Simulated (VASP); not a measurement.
# CdSe (P6_3mc) in VASP: further runs

CdSe is run at these levels: RPBE, LDA; tasks: relaxation of cell and atoms, single point.

Program: VASP 6.6.1. These are calculated values, not measurements. Logs are shortened: lines on timing, memory, paths and dates and some standing lists are left out, and cuts for length are marked.

## (1) The cell of the first run

It takes space group P6_3mc (No. 186, hexagonal). Conventional cell: a = 4.300 Å, b = 4.300 Å, c = 7.020 Å, α = 90.00°, β = 90.00°, γ = 120.00°. Cd (site symmetry 3m) has 4 Se at 2.61 to 2.70 Å within 3.4 Å. Se (site symmetry 3m) has 4 Cd at 2.61 to 2.70 Å within 3.4 Å.

## (2) Relaxation of cell and atoms, RPBE

INCAR reads:

```
ALGO = Normal
EDIFF = 1E-6
EDIFFG = -0.01
ENCUT = 600
GGA = RP
IBRION = 2
ISIF = 3
ISMEAR = -1
LASPH = T
LCHARG = F
LREAL = F
LWAVE = F
NELM = 100
NSW = 60
PREC = Accurate
SIGMA = 0.05
```

KPOINTS reads:

```
k-points
0
Gamma
  7 7 4
```

POSCAR reads:

```
CdSe
1.0
    4.3000000000      0.0000000000      0.0000000000
   -2.1500000000      3.7239092363      0.0000000000
    0.0000000000      0.0000000000      7.0200000000
Cd Se
2 2
Direct
    0.6666666667      0.3333333333      0.5000000000
    0.3333333333      0.6666666667      0.0000000000
    0.6666666667      0.3333333333      0.8850000000
    0.3333333333      0.6666666667      0.3850000000
```

Potentials or basis: VASP PAW PBE potentials, release 64 (Cd, Se).

Launch:

```sh
$ cat potpaw_PBE.64/Cd/POTCAR potpaw_PBE.64/Se/POTCAR > POTCAR
$ mpirun -np 1 vasp_std > vasp.out
```

OUTCAR:

```text
EDIFF = 1E-6
   EDIFFG = -0.01
   ENCUT = 600
   GGA = RP
   IBRION = 2
   ISIF = 3
   ISMEAR = -1
   LASPH = T
   LREAL = F
   NELM = 100
   NSW = 60
   PREC = Accurate

 ion  position               nearest neighbor table
   1  0.667  0.333  0.500-   4 2.61   4 2.61   4 2.61   3 2.70
   2  0.333  0.667  0.000-   3 2.61   3 2.61   3 2.61   4 2.70
   3  0.667  0.333  0.885-   2 2.61   2 2.61   2 2.61   1 2.70
   4  0.333  0.667  0.385-   1 2.61   1 2.61   1 2.61   2 2.70

  LATTYP: Found a hexagonal cell.
 ALAT       =     4.3000000000
 C/A-ratio  =     1.6325581395

  Lattice vectors:

 A1 = (   4.3000000000,   0.0000000000,   0.0000000000)
 A2 = (  -2.1500000000,   3.7239092363,   0.0000000000)
 A3 = (   0.0000000000,   0.0000000000,   7.0200000000)

Analysis of symmetry for initial positions (statically):
=====================================================================
 Subroutine PRICEL returns:
 Original cell was already a primitive cell.

 Routine SETGRP: Setting up the symmetry group for a
 hexagonal supercell.

 Subroutine GETGRP returns: Found 12 space group operations
 (whereof  6 operations were pure point group operations)
 out of a pool of 24 trial point group operations.

The static configuration has the point symmetry C_3v.
 The point group associated with its full space group is C_6v.

Analysis of symmetry for dynamics (positions and initial velocities):
=====================================================================
 Subroutine PRICEL returns:
 Original cell was already a primitive cell.

 Routine SETGRP: Setting up the symmetry group for a
 hexagonal supercell.

 Subroutine GETGRP returns: Found 12 space group operations
 (whereof  6 operations were pure point group operations)
 out of a pool of 24 trial point group operations.

The dynamic configuration has the point symmetry C_3v.
 The point group associated with its full space group is C_6v.

 Subroutine INISYM returns: Found 12 space group operations
 (whereof  6 operations are pure point group operations),
 and found     1 'primitive' translations

----------------------------------------------------------------------------------------

                                     Primitive cell

  volume of cell :     112.4099

  direct lattice vectors                    reciprocal lattice vectors
     4.300000000  0.000000000  0.000000000     0.232558140  0.134267504  0.000000000
    -2.150000000  3.723909236  0.000000000     0.000000000  0.268535009  0.000000000
     0.000000000  0.000000000  7.020000000     0.000000000  0.000000000  0.142450142

  length of vectors
     4.300000000  4.300000000  7.020000000     0.268535009  0.268535009  0.142450142

  position of ions in fractional coordinates (direct lattice)
     0.666666667  0.333333333  0.500000000
     0.333333333  0.666666667  0.000000000
     0.666666667  0.333333333  0.885000000
     0.333333333  0.666666667  0.385000000

  ion indices of the primitive-cell ions
   primitive index   ion index
                 1           1
                 2           2
                 3           3
                 4           4

----------------------------------------------------------------------------------------

 KPOINTS: k-points

Automatic generation of k-mesh.
 Grid dimensions read from file:
 generate k-points for:    7    7    4

 Generating k-lattice:

  Cartesian coordinates                     Fractional coordinates (reciprocal lattice)
     0.033222591  0.019181072  0.000000000     0.142857143  0.000000000  0.000000000
     0.000000000  0.038362144  0.000000000     0.000000000  0.142857143  0.000000000
     0.000000000  0.000000000  0.035612536     0.000000000  0.000000000  0.250000000

  Length of vectors
     0.038362144  0.038362144  0.035612536

  Shift w.r.t. Gamma in fractional coordinates (k-lattice)
     0.000000000  0.000000000  0.000000000

 Subroutine IBZKPT returns following result:
 ===========================================

 Found     24 irreducible k-points:

 Following reciprocal coordinates:
            Coordinates               Weight
  0.000000  0.000000  0.000000      1.000000
  0.142857  0.000000  0.000000      6.000000
  0.285714 -0.000000  0.000000      6.000000
  0.428571 -0.000000  0.000000      6.000000
  0.142857  0.142857  0.000000      6.000000
  0.285714  0.142857  0.000000     12.000000
[... 16 lines left out ...]
  0.428571  0.142857  0.500000      6.000000
  0.285714  0.285714  0.500000      6.000000
   k-points           NKPTS =     24   k-points in BZ     NKDIM =     24   number of bands    NBANDS=     22
   number of dos      NEDOS =    301   number of ions     NIONS =      4
   total plane-waves  NPLWV =  72576
   dimension x,y,z NGX =    36 NGY =   36 NGZ =   56
   dimension x,y,z NGXF=    72 NGYF=   72 NGZF=  112
   ions per type =               2   2
   NGX,Y,Z   is equivalent  to a cutoff of  13.92, 13.92, 13.26 a.u.
   NGXF,Y,Z  is equivalent  to a cutoff of  27.84, 27.84, 26.52 a.u.
 SYSTEM =  unknown system
   PREC   = accura    normal or accurate (medium, high low for compatibility)
   ISTART =      0    job   : 0-new  1-cont  2-samecut
   ICHARG =      2    charge: 1-file 2-atom 10-const
   ISPIN  =      1    spin polarized calculation?
   LNONCOLLINEAR =      F non collinear calculations
   LSORBIT =      F    spin-orbit coupling
   LASPH  =      T    aspherical Exc in radial PAW
   ENCUT  =  600.0 eV  44.10 Ry    6.64 a.u.   8.59  8.59 14.02*2*pi/ulx,y,z
   NELM   =    100;   NELMIN=  2; NELMDL= -5     # of ELM steps
   EDIFF  = 0.1E-05   stopping-criterion for ELM
   LREAL  =      F    real-space projection
   EDIFFG = -.1E-01   stopping-criterion for IOM
   NSW    =     60    number of steps for IOM
   IBRION =      2    ionic relax: 0-MD 1-quasi-New 2-CG
   NFREE  =      1    steps in history (QN), initial steepest desc. (CG)
   ISIF   =      3    stress and relaxation
   ISYM   =      2    0-nonsym 1-usesym 2-fastsym
   POTIM  = 0.5000    time-step for ionic-motion
   TEBEG  =    0.0;   TEEND  =   0.0 temperature during run
   PSTRESS=    0.0 pullay stress
   NELECT =      36.0000    total number of electrons
   NUPDOWN=      -1.0000    fix difference up-down
   EMIN   =  10.00;   EMAX   =-10.00  energy-range for DOS
   EFERMI =   0.00;   METHOD = LEGACY
   ISMEAR =    -1;   SIGMA  =   0.05  broadening in eV -4-tet -1-fermi 0-gaus
   EFERMI_NEDOS =   21; number of points for ismear=-14 and -15
   IALGO  =     38    algorithm
   IMIX   =      4    mixing-type and parameters
     AMIX     =   0.40;   BMIX     =  1.00
     AMIX_MAG =   1.60;   BMIX_MAG =  1.00
  volume/ion in A,a.u.               =      28.10       189.64
  Fermi-wavevector in a.u.,A,eV,Ry     =   1.120059  2.116604 17.068937  1.254531
  Thomas-Fermi vector in A             =   2.256702
   LORBIT       =      0    0 simple, 1 ext, 2 COOP (PROOUT), +10 PAW based schemes
   GGA     = RP    functional components
   LHFCALC =     F    Hartree Fock is set to
   AEXX    =    0.0000 exact exchange contribution
   IVDW    =     0    specifies the selected vdW correction
   LEPSILON=     F    determine dielectric tensor
   LRPA    =     F    only Hartree local field effects (RPA)
 conjugate gradient relaxation of ions
 non-spin polarized calculation
  energy-cutoff  :      600.00
  volume of cell :      112.41
 maximum number of plane-waves:      3791
 NGX is ok and might be reduce to    36
   NGX = 17   NGY = 17   NGZ = 29

--------------------------------------- Ionic step        1  -------------------------------------------

 number of electron      35.9999991 magnetization

 Free energy of the ion-electron system (eV)
  ---------------------------------------------------
  ext. energy  EPLUGINS =         0.00000000
  ---------------------------------------------------
  free energy    TOTEN  =        -9.55053984 eV

  energy without entropy =       -9.55053662  energy(sigma->0) =       -9.55053823

------------------------ aborting loop because EDIFF is reached ----------------------------------------

  FORCE on cell =-STRESS in cart. coord.  units (eV):
  Direction    XX          YY          ZZ          XY          YZ          ZX
  --------------------------------------------------------------------------------------
  -------------------------------------------------------------------------------------
  Total        4.2130123      4.2130123      2.6521934      0.0000000      0.0000000      0.0000000
  in kB       60.0480147     60.0480147     37.8016817      0.0000000      0.0000000      0.0000000
  external PRESSURE =      52.6325704 kB  Pullay stress =       0.0000000 kB

 VOLUME and BASIS-vectors are now :
 -----------------------------------------------------------------------------
  energy-cutoff  :      600.00
  volume of cell :      112.41
      direct lattice vectors                 reciprocal lattice vectors
     4.300000000  0.000000000  0.000000000     0.232558140  0.134267504  0.000000000
    -2.150000000  3.723909236  0.000000000     0.000000000  0.268535009  0.000000000
     0.000000000  0.000000000  7.020000000     0.000000000  0.000000000  0.142450142
[... 229 lines left out ...]
 POSITION                                       TOTAL-FORCE (eV/Angst)
 -----------------------------------------------------------------------------------
      2.23167      1.28846      3.64663        -0.000000      0.000000     -0.020151
     -0.00000      2.57691      0.03103        -0.000000      0.000000     -0.020151
      2.23167      1.28846      6.36859         0.000000     -0.000000      0.020151
     -0.00000      2.57691      2.75299         0.000000      0.000000      0.020151
 -----------------------------------------------------------------------------------
    total drift:                               -0.000000     -0.000000     -0.000051

  FREE ENERGIE OF THE ION-ELECTRON SYSTEM (eV)
  ---------------------------------------------------
  free  energy   TOTEN  =        -9.7510986390 eV

  energy  without entropy=       -9.7510639830  energy(sigma->0) =       -9.75108131

--------------------------------------- Ionic step        8  -------------------------------------------

 number of electron      35.9999997 magnetization

 Free energy of the ion-electron system (eV)
  ---------------------------------------------------
  ext. energy  EPLUGINS =         0.00000000
  ---------------------------------------------------
  free energy    TOTEN  =        -9.75173959 eV

  energy without entropy =       -9.75170418  energy(sigma->0) =       -9.75172189

 E-fermi :   0.6504     XC(G=0):  -8.1643

 val. band max:        0.3111494992   @ k =   0.0000   0.0000   0.0000
 cond. band min:       0.9197794115   @ k =   0.0000   0.0000   0.0000
 fundamental gap:      0.6086299123
 Fermi energy:         0.6503782474

 k-point     1 :       0.0000    0.0000    0.0000
  band No.  band energies     occupation
      1     -11.7161      2.00000
      2     -11.4295      2.00000
      3      -7.3409      2.00000
      4      -7.3374      2.00000
      5      -7.3374      2.00000
      6      -7.2877      2.00000
[... 14 lines left out ...]
     21       6.2393      0.00000
     22       6.2393      0.00000
[... 595 lines left out ...]
 POSITION                                       TOTAL-FORCE (eV/Angst)
 -----------------------------------------------------------------------------------
      2.22552      1.28491      3.66797         0.000000     -0.000000      0.002620
     -0.00000      2.56981      0.03335         0.000000     -0.000000      0.002620
      2.22552      1.28491      6.39992        -0.000000      0.000000     -0.002620
     -0.00000      2.56981      2.76530        -0.000000      0.000000     -0.002620
 -----------------------------------------------------------------------------------
    total drift:                               -0.000000     -0.000000      0.000921

  FREE ENERGIE OF THE ION-ELECTRON SYSTEM (eV)
  ---------------------------------------------------
  free  energy   TOTEN  =        -9.7517395911 eV

  energy  without entropy=       -9.7517041793  energy(sigma->0) =       -9.75172189

 reached required accuracy - stopping structural energy minimisation
```

It took 9.2 min on 1 thread of Intel Xeon 8259CL, shared host; peak memory 0.3 GiB.

Results:

```yaml
Free_energy: -9.7517 eV
Relaxed_volume: 31.18 Å³/atom
Relaxed_cell: a = 4.451 Å, b = 4.451 Å, c = 7.269 Å, α = 90.00°, β = 90.00°, γ = 120.00°
Space_group_after_relaxing_to_0.1_Å: P6_3mc (No. 186)
Energy_gained_by_relaxing: 50.3 meV/atom
Ionic_steps: 8
Pressure_after_relaxing: 0.0 GPa
Band_gap_on_the_k_mesh: 0.61 eV
```

Forces in eV/Å, atoms in the order of the input:
```
Cd   0.000  0.000  0.003
Cd   0.000  0.000  0.003
Se   0.000  0.000 -0.003
Se   0.000  0.000 -0.003
```

Step by step:
```tsv
step	energy change (eV)	largest force (eV/Å)	pressure (GPa)	volume (Å³)
1	0.0000	0.2969	5.26	112.41
2	-0.1872	0.0434	-0.96	128.09
3	-0.1974	0.0768	0.00	124.78
4	-0.1974	0.0739	-0.08	125.04
5	-0.1985	0.0568	-0.07	124.98
6	-0.2004	0.0031	-0.01	124.82
7	-0.2006	0.0202	0.00	124.76
8	-0.2012	0.0026	0.01	124.72
```

Final structure:
```yaml
crystal:
  lattice:
    - [4.45104, 0.00000, 0.00000]
    - [-2.22552, 3.85472, 0.00000]
    - [0.00000, 0.00000, 7.26923]
  atoms:
    - { symbol: Cd, position: [0.66667, 0.33333, 0.50459] }
    - { symbol: Cd, position: [0.33333, 0.66667, 0.00459] }
    - { symbol: Se, position: [0.66667, 0.33333, 0.88041] }
    - { symbol: Se, position: [0.33333, 0.66667, 0.38041] }
```

Caveat: the PAW data sets were made with another functional, which shifts forces and pressure a little. RPBE and its kin give volumes clearly too large for solids.

## (3) Single point, LDA, non-collinear spin, zero start, spin-orbit coupling

INCAR reads:

```
PREC = Accurate
ENCUT = 520
EDIFF = 1E-6
ISMEAR = -1
SIGMA = 0.05
LREAL = F
LASPH = T
NELM = 150
ALGO = Normal
ISIF = 2
LWAVE = F
LCHARG = F
MAGMOM = 0 0 0 0 0 0 0 0 0 0 0 0
LORBIT = 11
LSORBIT = T
GGA_COMPAT = F
LORBMOM = T
NBANDS = 50
```

KPOINTS reads:

```
regular mesh
0
Gamma
  5 5 3
```

POSCAR is that of step 2.

Potentials or basis: VASP PAW LDA potentials, release 64 (Cd, Se).

Launch:

```sh
$ cat potpaw_LDA.64/Cd/POTCAR potpaw_LDA.64/Se/POTCAR > POTCAR
$ mpirun -np 1 vasp_ncl > vasp.out
```

Wall time 4.6 min (1 thread of Intel Xeon 8259CL, shared host); peak memory 0.4 GiB.

Results (log left out):

- Free energy: -13.5703 eV
- Pressure: -1.4 GPa
- Largest force: 0.269 eV/Å
- Net moment: 0.00 μB per cell
- Valence electrons inside the program's atomic spheres: Cd 10.32; Se 3.85

Forces in eV/Å, atoms in the order of the input:
```
Cd   0.000  0.000  0.269
Cd   0.000  0.000  0.269
Se   0.000  0.000 -0.269
Se   0.000  0.000 -0.269
```

Stress tensor (GPa, compression positive):
```
-0.77  0.00  0.00
 0.00 -0.77  0.00
 0.00  0.00 -2.52
```

Moments on the atoms (μB; x, y, z):
```
Cd  0.00 0.00 0.00
Cd  0.00 0.00 0.00
Se  0.00 0.00 0.00
Se  0.00 0.00 0.00
```
